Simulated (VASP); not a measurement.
# Si8NO14 (a cell with a defect) in VASP: further runs

The runs below take Si8NO14 (a cell with a defect) through single point, with PBEsol.

Everything below comes from runs of VASP 6.6.1. Logs are shortened: lines on timing, memory, paths and dates and some standing lists are left out, and cuts for length are marked.

## Step 1: The cell of the first run

The cell holds a defect, 23 atoms: a = 7.729 Å, b = 6.951 Å, c = 6.960 Å, α = 92.91°, β = 116.33°, γ = 87.81°.

## Step 2: Single point, PBEsol, collinear spin, ferromagnetic start

Input file INCAR:

```
PREC = Accurate
ENCUT = 520
EDIFF = 1E-6
ISMEAR = -1
SIGMA = 0.02
LREAL = F
LASPH = T
NELM = 200
ALGO = Normal
ISIF = 2
LWAVE = F
LCHARG = F
ISPIN = 2
MAGMOM = 0 0 0 0 0 0 0 0 0 0 0 0 0 0 0 0 0 0 0 0 0 0 1
LORBIT = 11
GGA = PS
NELECT = 119.0
NBANDS = 82
GGA_COMPAT = F
```

Input file KPOINTS:

```
Automatic mesh
0
Gamma
  2 2 2
```

Input file POSCAR:

```
Si8NO14
1.0
   -5.6578710000     -5.2657200000      0.0000000000
    4.5381290000     -5.2657200000      0.0000000000
    2.0996240000      2.2758520000      6.2331600000
Si O N
8 14 1
Direct
    0.6990351479      0.5651432128      0.1995740389
    0.9337079295      0.3579316049      0.5883558406
    1.0017401242      0.3882322242      0.0610807004
    0.2868064321      0.4531770734      0.4885800856
    0.2904176853      0.0914584454      0.2872157247
    0.4756983545      0.8258769361      0.6147599217
    0.5078620936      0.8578707436      0.0420790847
    0.7163457867      0.9737947292      0.4279242970
    0.7524939522      0.8166494126      0.2455317279
    0.8796293396      0.1307198542      0.5203161671
    0.8002855520      0.4416698959      0.0768987638
    0.1678218542      0.5251682999      0.2419294744
    0.0810411326      0.1634942355      0.1128934544
    0.7453236848      0.4810557780      0.4255464831
    0.1284318285      0.4049102749      0.5703543051
    0.9643632150      0.4270531687      0.8227090157
    0.4021500917      0.2543552749      0.4750447079
    0.4505804263      0.6018031948      0.6382386325
    0.4714240560      0.6279732296      0.0473281546
    0.2826363105      0.8998583550      0.4063696667
    0.6776676858      0.8652033970      0.6025136795
    0.4821568290      0.9460921323      0.8262944380
    0.4766882880      0.0229466272      0.2169791358
```

Potentials or basis: VASP PAW PBE potentials, release 64 (Si, O, N).

On the command line:

```sh
cat potpaw_PBE.64/Si/POTCAR potpaw_PBE.64/O/POTCAR potpaw_PBE.64/N/POTCAR > POTCAR
mpirun -np 1 vasp_std > vasp.out
```

OUTCAR:

```text
PREC = Accurate
   ENCUT = 520
   EDIFF = 1E-6
   ISMEAR = -1
   LREAL = F
   LASPH = T
   NELM = 200
   ISIF = 2
   ISPIN = 2
   LORBIT = 11
   GGA = PS
   NELECT = 119.0

 ion  position               nearest neighbor table
   1  0.699  0.565  0.200-  14 1.59  11 1.60  19 1.66   9 1.79   7 2.47   2 2.92   3 3.09
   2  0.934  0.358  0.588-  16 1.59  15 1.61  14 1.64  10 1.64   1 2.92   3 3.09   8 3.09
   3  0.002  0.388  0.061-  16 1.59  12 1.64  11 1.64  13 1.65   4 2.83   5 2.93   2 3.09   1 3.09

   4  0.287  0.453  0.489-  18 1.60  15 1.61  17 1.64  12 1.64   5 2.82   3 2.83   6 2.92
   5  0.290  0.091  0.287-  13 1.61  20 1.62  17 1.63  23 1.76   4 2.82   6 2.83   3 2.93   8 3.08

   6  0.476  0.826  0.615-  18 1.60  21 1.63  22 1.64  20 1.64   5 2.83   7 2.87   4 2.92   8 2.94

   7  0.508  0.858  0.042-  22 1.58  19 1.64  23 1.72   9 1.81   1 2.47   8 2.55   6 2.87
   8  0.716  0.974  0.428-  10 1.58  21 1.60   9 1.74  23 1.81   7 2.55   6 2.94   5 3.08   2 3.09

   9  0.752  0.817  0.246-   8 1.74   1 1.79   7 1.81
  10  0.880  0.131  0.520-   8 1.58   2 1.64
  11  0.800  0.442  0.077-   1 1.60   3 1.64
  12  0.168  0.525  0.242-   3 1.64   4 1.64
  13  0.081  0.163  0.113-   5 1.61   3 1.65
  14  0.745  0.481  0.426-   1 1.59   2 1.64
  15  0.128  0.405  0.570-   2 1.61   4 1.61
  16  0.964  0.427  0.823-   3 1.59   2 1.59
  17  0.402  0.254  0.475-   5 1.63   4 1.64
  18  0.451  0.602  0.638-   6 1.60   4 1.60
  19  0.471  0.628  0.047-   7 1.64   1 1.66
  20  0.283  0.900  0.406-   5 1.62   6 1.64
  21  0.678  0.865  0.603-   8 1.60   6 1.63
  22  0.482  0.946  0.826-   7 1.58   6 1.64
  23  0.477  0.023  0.217-   7 1.72   5 1.76   8 1.81

  LATTYP: Found a triclinic cell.
 ALAT       =     6.9598999169
 B/A-ratio  =     1.1171330850
 C/A-ratio  =     0.9987834837
 COS(alpha) =     0.0074743512
 COS(beta)  =     0.0507558895
 COS(gamma) =     0.4541659106

  Lattice vectors:

 A1 = (  -2.0996240000,  -2.2758520000,  -6.2331600000)
 A2 = (   3.5582470000,   2.9898680000,  -6.2331600000)
 A3 = (   4.5381290000,  -5.2657200000,   0.0000000000)

Analysis of symmetry for initial positions (statically):
=====================================================================
 Subroutine PRICEL returns:
 Original cell was already a primitive cell.

 Routine SETGRP: Setting up the symmetry group for a
 triclinic supercell.

 Subroutine GETGRP returns: Found  1 space group operations
 (whereof  1 operations were pure point group operations)
 out of a pool of  2 trial point group operations.

The static configuration has the point symmetry C_1 .

Analysis of symmetry for dynamics (positions and initial velocities):
=====================================================================
 Subroutine PRICEL returns:
 Original cell was already a primitive cell.

 Routine SETGRP: Setting up the symmetry group for a
 triclinic supercell.

 Subroutine GETGRP returns: Found  1 space group operations
 (whereof  1 operations were pure point group operations)
 out of a pool of  2 trial point group operations.

The dynamic configuration has the point symmetry C_1 .

Analysis of structural, dynamic, and magnetic symmetry:
=====================================================================
 Subroutine PRICEL returns:
 Original cell was already a primitive cell.

 Routine SETGRP: Setting up the symmetry group for a
 triclinic supercell.

 Subroutine GETGRP returns: Found  1 space group operations
 (whereof  1 operations were pure point group operations)
 out of a pool of  2 trial point group operations.

The overall configuration has the point symmetry C_1 .

 Subroutine INISYM returns: Found  1 space group operations
 (whereof  1 operations are pure point group operations),
 and found     1 'primitive' translations

----------------------------------------------------------------------------------------

                                     Primitive cell

  volume of cell :     334.6539

  direct lattice vectors                    reciprocal lattice vectors
    -5.657871000 -5.265720000  0.000000000    -0.098077678 -0.084525792  0.063899280
     4.538129000 -5.265720000  0.000000000     0.098077678 -0.105381761  0.005439784
     2.099624000  2.275852000  6.233160000     0.000000000  0.000000000  0.160432269

[... 94 lines left out ...]
   dimension x,y,z NGXF=   120 NGYF=  108 NGZF=  108
   ions per type =               8  14   1
   NGX,Y,Z   is equivalent  to a cutoff of  12.91, 12.91, 12.90 a.u.
   NGXF,Y,Z  is equivalent  to a cutoff of  25.81, 25.83, 25.80 a.u.
 SYSTEM =  unknown system
   PREC   = accura    normal or accurate (medium, high low for compatibility)
   ISTART =      0    job   : 0-new  1-cont  2-samecut
   ICHARG =      2    charge: 1-file 2-atom 10-const
   ISPIN  =      2    spin polarized calculation?
   LNONCOLLINEAR =      F non collinear calculations
   LSORBIT =      F    spin-orbit coupling
   LASPH  =      T    aspherical Exc in radial PAW
   ENCUT  =  520.0 eV  38.22 Ry    6.18 a.u.  14.37 12.93 12.94*2*pi/ulx,y,z
   NELM   =    200;   NELMIN=  2; NELMDL= -5     # of ELM steps
   EDIFF  = 0.1E-05   stopping-criterion for ELM
   LREAL  =      F    real-space projection
   EDIFFG = 0.1E-04   stopping-criterion for IOM
   NSW    =      0    number of steps for IOM
   IBRION =     -1    ionic relax: 0-MD 1-quasi-New 2-CG
   NFREE  =      0    steps in history (QN), initial steepest desc. (CG)
   ISIF   =      2    stress and relaxation
   ISYM   =      2    0-nonsym 1-usesym 2-fastsym
   POTIM  = 0.5000    time-step for ionic-motion
   TEBEG  =    0.0;   TEEND  =   0.0 temperature during run
   PSTRESS=    0.0 pullay stress
   NELECT =     119.0000    total number of electrons
   NUPDOWN=      -1.0000    fix difference up-down
   EMIN   =  10.00;   EMAX   =-10.00  energy-range for DOS
   EFERMI =   0.00;   METHOD = LEGACY
   ISMEAR =    -1;   SIGMA  =   0.02  broadening in eV -4-tet -1-fermi 0-gaus
   EFERMI_NEDOS =   21; number of points for ismear=-14 and -15
   IALGO  =     38    algorithm
   IMIX   =      4    mixing-type and parameters
     AMIX     =   0.40;   BMIX     =  1.00
     AMIX_MAG =   1.60;   BMIX_MAG =  1.00
  volume/ion in A,a.u.               =      14.55        98.19
  Fermi-wavevector in a.u.,A,eV,Ry     =   1.159823  2.191748 18.302425  1.345190
  Thomas-Fermi vector in A             =   2.296412
   LORBIT       =     11    0 simple, 1 ext, 2 COOP (PROOUT), +10 PAW based schemes
   GGA     = PS    functional components
   LHFCALC =     F    Hartree Fock is set to
   AEXX    =    0.0000 exact exchange contribution
   IVDW    =     0    specifies the selected vdW correction
   LEPSILON=     F    determine dielectric tensor
   LRPA    =     F    only Hartree local field effects (RPA)
 spin polarized calculation
  energy-cutoff  :      520.00
  volume of cell :      334.65
 maximum number of plane-waves:      9026
 NGX is ok and might be reduce to    60
   NGX = 29   NGY = 25   NGZ = 25

 number of electron     119.0000008 magnetization       0.9992834

 Free energy of the ion-electron system (eV)
  ---------------------------------------------------
  ext. energy  EPLUGINS =         0.00000000
  ---------------------------------------------------
  free energy    TOTEN  =      -188.91138507 eV

  energy without entropy =     -188.90418887  energy(sigma->0) =     -188.90778697

 E-fermi :  -0.0150     XC(G=0):  -8.3516

 val. band max:       -0.0682388597   @ k =   0.5000   0.5000   0.5000
 cond. band min:      -0.0127950645   @ k =   0.0000   0.0000   0.5000
 fundamental gap:      0.0554437952
 Fermi energy:        -0.0150402566

 spin component 1

 k-point     1 :       0.0000    0.0000    0.0000
  band No.  band energies     occupation
      1     -20.1491      1.00000
      2     -19.2668      1.00000
      3     -18.9415      1.00000
      4     -18.5642      1.00000
      5     -18.4161      1.00000
      6     -18.1041      1.00000
[... 581 lines left out ...]
     70       8.9125      0.00000
     71       9.2443      0.00000
 Fermi energy:        -0.0150402566

 spin component 2

 k-point     1 :       0.0000    0.0000    0.0000
  band No.  band energies     occupation
      1     -20.1207      1.00000
      2     -19.1944      1.00000
      3     -18.8973      1.00000
      4     -18.5288      1.00000
      5     -18.3704      1.00000
      6     -18.0484      1.00000
[... 581 lines left out ...]
     70       8.9525      0.00000
     71       9.2852      0.00000
 [bands above 71 left out]

------------------------ aborting loop because EDIFF is reached ----------------------------------------

  FORCE on cell =-STRESS in cart. coord.  units (eV):
  Direction    XX          YY          ZZ          XY          YZ          ZX
  --------------------------------------------------------------------------------------
  -------------------------------------------------------------------------------------
  Total      -13.9181700    -11.3929244     -4.4211523     -3.2565655      3.7633151      1.5033393
  in kB      -66.6341487    -54.5443704    -21.1665557    -15.5910203     18.0171170      7.1973353
  external PRESSURE =     -47.4483583 kB  Pullay stress =       0.0000000 kB

 VOLUME and BASIS-vectors are now :
 -----------------------------------------------------------------------------
  energy-cutoff  :      520.00
  volume of cell :      334.65
      direct lattice vectors                 reciprocal lattice vectors
    -5.657871000 -5.265720000  0.000000000    -0.098077678 -0.084525792  0.063899280
     4.538129000 -5.265720000  0.000000000     0.098077678 -0.105381761  0.005439784
     2.099624000  2.275852000  6.233160000     0.000000000  0.000000000  0.160432269

 POSITION                                       TOTAL-FORCE (eV/Angst)
 -----------------------------------------------------------------------------------
     -0.97133     -6.20261      1.24398        -0.005316      0.006919     -0.028411
     -2.42313     -5.46240      3.66732        -0.016547     -0.002806      0.027909
      1.88025     -1.91447      0.38073         0.037608      0.015858     -0.061290
      1.45970     -2.78461      3.04540        -0.005433     -0.015263      0.074489
     -0.62505     -1.35719      1.79026        -0.107403     -0.034749     -0.055095
      2.34726     -5.45463      3.83190        -0.012299     -0.014861      0.043371
[... 15 lines left out ...]
      3.30041     -5.64024      5.15043         0.015969     -0.044657     -0.054833
     -2.13733     -2.13713      1.35247         0.035261      0.016992      0.003466
 -----------------------------------------------------------------------------------
    total drift:                                0.000287     -0.000199     -0.001267

  FREE ENERGIE OF THE ION-ELECTRON SYSTEM (eV)
  ---------------------------------------------------
  free  energy   TOTEN  =      -188.9113850729 eV

  energy  without entropy=     -188.9041888749  energy(sigma->0) =     -188.90778697

 total charge

# of ion       s       p       d       tot
------------------------------------------
    1        0.650   0.964   0.000   1.613
    2        0.636   0.982   0.000   1.618
    3        0.642   0.979   0.000   1.621
    4        0.649   0.995   0.000   1.643
    5        0.660   0.990   0.000   1.650
    6        0.651   0.991   0.000   1.642
[... 15 lines left out ...]
   22        1.558   3.636   0.000   5.195
   23        1.235   2.592   0.000   3.827
--------------------------------------------------
tot         28.186  61.231   0.000  89.418

 magnetization (x)

# of ion       s       p       d       tot
------------------------------------------
    1       -0.001  -0.000   0.000  -0.001
    2       -0.000  -0.001   0.000  -0.001
    3       -0.001  -0.002   0.000  -0.002
    4       -0.001  -0.003   0.000  -0.004
    5       -0.003  -0.006   0.000  -0.008
    6       -0.000   0.000   0.000   0.000
[... 15 lines left out ...]
   22        0.001   0.013   0.000   0.013
   23        0.010   0.279   0.000   0.289
--------------------------------------------------
tot          0.008   0.757   0.000   0.765
```

It took 6.8 min on 1 thread of Intel Xeon 6975P-C (Granite Rapids), shared host; peak memory 0.71 GiB.

Results:

```yaml
Free_energy: -188.9114 eV
Largest_force: 0.126 eV/Å
Net_moment: 1.00 μB per cell
Site_moments: Si -0.00, -0.01, +0.00 (each value once); O +0.01, +0.03, +0.08, +0.02, +0.04, +0.10, +0.11 (each value once); N +0.29 μB
Valence_electrons_inside_the_program's_atomic_spheres: Si 1.61, 1.62, 1.64, 1.65, 1.59 (each value once); O 5.13, 5.20, 5.16, 5.17, 5.21, 5.24, 5.22, 5.19 (each value once); N 3.83
```

Forces in eV/Å, atoms in the order of the input:
```
Si  -0.005  0.007 -0.028
Si  -0.017 -0.003  0.028
Si   0.038  0.016 -0.061
Si  -0.005 -0.015  0.074
Si  -0.107 -0.035 -0.055
Si  -0.012 -0.015  0.043
Si   0.107 -0.026  0.016
Si   0.001 -0.021 -0.042
O   -0.032 -0.016  0.022
O    0.008 -0.046  0.015
O   -0.034 -0.001 -0.007
O    0.022 -0.048 -0.007
O    0.012  0.026 -0.026
O    0.013  0.024  0.033
O   -0.002 -0.009 -0.011
O    0.002  0.003  0.003
O   -0.029 -0.021  0.036
O   -0.018  0.007  0.029
O    0.013  0.106 -0.037
O    0.006  0.065 -0.009
O   -0.011  0.029  0.037
O    0.016 -0.045 -0.055
N    0.035  0.017  0.003
```

Caveat: the k points lie up to 0.50 Å⁻¹ apart; the cell carries a net charge on a neutralising background, which shifts energy and pressure; the cell is charged against a uniform background, so pressure and absolute levels hang on convention; the PAW data sets were made with another functional, which shifts forces and pressure a little.

## Step 3: Single point, PBEsol, collinear spin, ferromagnetic start

Input file INCAR:

```
SYSTEM = Si8NO14
PREC     = Accurate       ! precision mode
ENCUT    = 520            ! plane-wave cutoff, eV
EDIFF    = 1E-6           ! SCF threshold, eV
ISMEAR   = -1             ! smearing method
SIGMA    = 0.02           ! smearing width, eV
LREAL    = .FALSE.        ! projectors in reciprocal space
LASPH    = .TRUE.         ! aspherical terms in the spheres
NELM     = 200            ! most SCF steps
ALGO     = Normal         ! electronic algorithm
ISIF     = 2              ! what is computed and relaxed
LWAVE    = .FALSE.        ! write WAVECAR
LCHARG   = .TRUE.         ! write CHGCAR
ISPIN    = 2              ! spin polarisation
MAGMOM   = 0 0 0 0 0 0 0 0 0 0 0 0 0 0 0 0 0 0 0 0 0 0 1 ! initial moments
LORBIT   = 11             ! projections on sites
GGA      = PS             ! functional
LELF     = .TRUE.         ! ELF
LVHAR    = .TRUE.       
NBANDS   = 82             ! bands
NELECT   = 119.0        
GGA_COMPAT= .FALSE.
```

Input file KPOINTS:

```
Automatic mesh
0
G
  2 2 2
  0 0 0
```

Input file POSCAR:

```
Si8NO14
1.0
   -5.6578710000     -5.2657200000      0.0000000000
    4.5381290000     -5.2657200000      0.0000000000
    2.0996240000      2.2758520000      6.2331600000
Si O N
8 14 1
Direct
    0.7174314016      0.5772383297      0.2246880988
    0.9787723276      0.3456659418      0.6053283583
    0.9620614366      0.4225775534      0.0422564747
    0.2841743651      0.4532455673      0.4481017206
    0.2066132768      0.0929441708      0.2414636812
    0.4491293856      0.8366793424      0.5943436581
    0.3940333731      0.8241268528     -0.0042000856
    0.8057420763      0.9413180769      0.5157899124
    0.8202994185      0.7863053705      0.3493557454
    0.9559816603      0.1069713934      0.5985015309
    0.7576302522      0.5143113134      0.0225219817
    0.1276492269      0.5526289351      0.2303717069
   -0.0050188418      0.1977076622      0.1231663238
    0.7833133276      0.4164174546      0.4013778056
    0.1765982190      0.3978891449      0.5953595378
    0.9786933769      0.4381709999      0.8210539159
    0.3668997151      0.2575440009      0.3731865653
    0.4554090323      0.6056611751      0.5757884095
    0.4844028183      0.6348885419      0.1245834613
    0.2472533676      0.9270625290      0.4159254751
    0.6411944711      0.9265518824      0.5885994467
    0.4587184497      0.9010052415      0.8292134557
    0.2388327635     -0.0469672500      0.0498229598
```

Potentials or basis: VASP PAW PBE potentials, release 64 (Si, O, N).

On the command line:

```sh
cat potpaw_PBE.64/Si/POTCAR potpaw_PBE.64/O/POTCAR potpaw_PBE.64/N/POTCAR > POTCAR
mpirun -np 1 vasp_std > vasp.out
```

It took 21 min on 1 thread of Oxide Virtual Turin-like, shared host; peak memory 0.68 GiB.

The run converged. Its results:

* Free energy: -187.4341 eV
* Largest force: 0.136 eV/Å
* Net moment: 1.00 μB per cell
* Site moments: Si +0.00, -0.00, -0.01 (each value once); O -0.00, +0.01, +0.00, +0.02, +0.11, +0.03 (each value once); N +0.52 μB
* Valence electrons inside the program's atomic spheres: Si 1.61, 1.60, 1.63, 1.62, 1.68 (each value once); O 5.17, 5.19, 5.16, 5.21, 5.22, 5.20 (each value once); N 3.74

Forces on the atoms (eV/Å):
```
Si   0.046  0.008 -0.014
Si  -0.031  0.043  0.028
Si   0.030 -0.014 -0.078
Si  -0.017 -0.049  0.073
Si  -0.100  0.067 -0.063
Si   0.013 -0.068  0.048
Si   0.114  0.025  0.015
Si   0.024 -0.003  0.034
O   -0.059  0.042 -0.061
O    0.027 -0.096  0.028
O   -0.006  0.007 -0.062
O    0.040 -0.043  0.007
O    0.041  0.028 -0.010
O   -0.017  0.017  0.023
O   -0.014 -0.030 -0.005
O    0.001  0.006  0.003
O   -0.058 -0.034  0.015
O   -0.043  0.018  0.012
O   -0.043  0.052  0.030
O    0.019  0.025 -0.002
O    0.028  0.042  0.003
O   -0.010 -0.036 -0.033
N    0.016 -0.009  0.008
```

Levels at points of the mesh, in eV from the Fermi level:
Spin up:
```
           k point  band 56  band 57  band 58  band 59  band 60  band 61  band 62  band 63  band 64  band 65
(0.00, 0.00, 0.00)    -1.19    -1.13    -1.02    -0.80    -0.42     3.22     4.56     5.00     5.75     6.67
(0.50, 0.00, 0.00)    -1.20    -1.17    -1.08    -0.81    -0.46     3.85     4.27     4.81     5.62     6.83
(0.00, 0.50, 0.00)    -1.22    -1.11    -0.97    -0.86    -0.52     3.63     4.58     4.89     5.76     6.41
(0.50, 0.50, 0.00)    -1.27    -1.15    -0.97    -0.90    -0.56     3.99     4.34     4.83     5.67     6.78
(0.00, 0.00, 0.50)    -1.19    -1.07    -0.90    -0.71    -0.41     3.89     4.37     4.82     5.58     6.89
(0.50, 0.00, 0.50)    -1.24    -1.12    -0.87    -0.71    -0.38     3.72     4.49     4.92     5.65     6.46
(0.00, 0.50, 0.50)    -1.20    -1.06    -0.86    -0.76    -0.47     4.09     4.37     4.87     5.66     7.13
(0.50, 0.50, 0.50)    -1.21    -1.02    -0.87    -0.74    -0.47     3.90     4.51     4.83     5.71     7.16
```
Spin down:
```tsv
k point	band 56	band 57	band 58	band 59	band 60	band 61	band 62	band 63
(0.00, 0.00, 0.00)	-1.06	-0.97	-0.71	-0.41	0.40	3.25	4.59	5.02
(0.50, 0.00, 0.00)	-1.13	-1.01	-0.70	-0.46	0.40	3.88	4.31	4.82
(0.00, 0.50, 0.00)	-1.05	-0.99	-0.69	-0.53	0.39	3.66	4.61	4.90
(0.50, 0.50, 0.00)	-1.09	-1.06	-0.73	-0.54	0.39	4.02	4.38	4.83
(0.00, 0.00, 0.50)	-1.10	-0.87	-0.65	-0.40	0.44	3.92	4.41	4.84
(0.50, 0.00, 0.50)	-1.13	-0.85	-0.64	-0.41	0.47	3.74	4.53	4.95
(0.00, 0.50, 0.50)	-1.10	-0.93	-0.65	-0.46	0.45	4.12	4.41	4.88
(0.50, 0.50, 0.50)	-1.06	-0.94	-0.65	-0.46	0.46	3.91	4.55	4.85
```

Caveat: the k points lie up to 0.50 Å⁻¹ apart; the cell carries a net charge on a neutralising background, which shifts energy and pressure; the cell is charged against a uniform background, so pressure and absolute levels hang on convention; the PAW data sets were made with another functional, which shifts forces and pressure a little.

[end of part 1 of 2]
